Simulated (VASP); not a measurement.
**Ti: single point with PBEsol**

Crystal: Ti.

```xyz
1
Lattice="2.6673 0.0000 0.0000 0.0000 2.6673 0.0000 0.0000 0.0000 2.6673" Properties=species:S:1:pos:R:3 pbc="T T T"
Ti    0.0000    0.0000    0.0000
```

This cell differs from its parent crystal: volume scaled by 1.08.

* Program: VASP 6.6.1
* Task: single point
* Functional: PBEsol
* Potentials or basis: VASP PAW PBE potentials, release 64 (Ti_sv)
* Cutoff: 520 eV
* k mesh: 14 × 14 × 14
* Occupations: fermi-dirac, width 0.1 eV
* Spin: no spin polarisation

* Pressure: -6.0 GPa
* Band gap on the k mesh: zero (band 6 reaches 7.70 eV, above the bottom of band 7 at 5.88 eV)

Levels at points of the mesh, in eV from the Fermi level:
| k point | band 4 | band 5 | band 6 | band 7 | band 8 | band 9 |
| --- | --- | --- | --- | --- | --- | --- |
| (0.00, 0.00, 0.00) | -32.30 | -5.64 | -1.21 | -1.21 | 3.77 | 3.77 |
| (0.50, 0.00, 0.00) | -32.23 | -1.87 | -0.53 | -0.24 | 1.99 | 1.99 |
| (0.50, 0.50, 0.00) | -32.16 | -2.54 | -0.12 | 2.39 | 2.39 | 4.87 |
| (0.50, 0.50, 0.50) | -32.87 | -1.10 | -1.10 | -1.10 | 4.97 | 4.97 |

It took 40 s on 1 thread of AMD EPYC 7R13, on a shared host, peak memory 0.11 GiB.

Caveat: the PAW data sets were made with another functional, which shifts forces and pressure a little.
